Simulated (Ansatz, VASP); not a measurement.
Rb: VASP beside Ansatz

File INCAR:

```
SYSTEM = Rb
  ALGO = Normal
  EDIFF = 1E-6
  ENCUT = 520
  GGA = PE
  ISIF = 2
  ISMEAR = -1
  LASPH = .True.
  LCHARG = .True.
  LELF = .True.
  LREAL = .False.
  LVHAR = .True.
  LWAVE = .False.
  NBANDS = 16
  NELM = 60
  PREC = Accurate
  SIGMA = 0.03
```

The input KPOINTS:

```
k-points
0
Gamma
  11 11 6
  0 0 0
```

POSCAR

```
Rb
1.0
    5.0678057507      0.0000000000      0.0000000000
   -2.5339028754      4.3888485215      0.0000000000
    0.0000000000      0.0000000000      8.3920072544
Rb
2
Direct
    0.3333333333      0.6666666667      0.2500000000
    0.6666666667      0.3333333333      0.7500000000
```

Input for Ansatz:

```yaml
crystal:
  lattice:
    - [5.0678057507, 0.0, 0.0]
    - [-2.5339028754, 4.3888485215, 0.0]
    - [0.0, 0.0, 8.3920072544]
  atoms:
    - { symbol: Rb, position: [0.3333333333, 0.6666666667, 0.25] }
    - { symbol: Rb, position: [0.6666666667, 0.3333333333, 0.75] }
kpoints:
  mp_grid: { grid: [11, 11, 6] }
scf:
  occupations: { method: fermi_dirac, width: 0.03 }
hamiltonian:
  xc: pbe
  pseudopotentials: { kind: all_electron, lapw: { basis_error: 0.00025 } }
output:
  forces: true
  stress: true
  eigenvalues: true
```

Change from the starting cell: volume scaled by 1.02.

Alike in both runs: task single point; functional PBE; k mesh 11 × 11 × 6; occupations fermi-dirac, width 0.03 eV; no spin polarisation.

|  | VASP | Ansatz |
| --- | --- | --- |
| version | VASP 6.6.1 | Ansatz 0.2.0 |
| potentials or method | VASP PAW PBE potentials, release 64 (Rb_sv), cutoff 520 eV | all-electron LAPW, scalar-relativistic |

```csv
,VASP,Ansatz,Ansatz less VASP
pressure (GPa),-0.1,-0.1,0.00
```

Ansatz ran all-electron here, and VASP with PAW potentials.
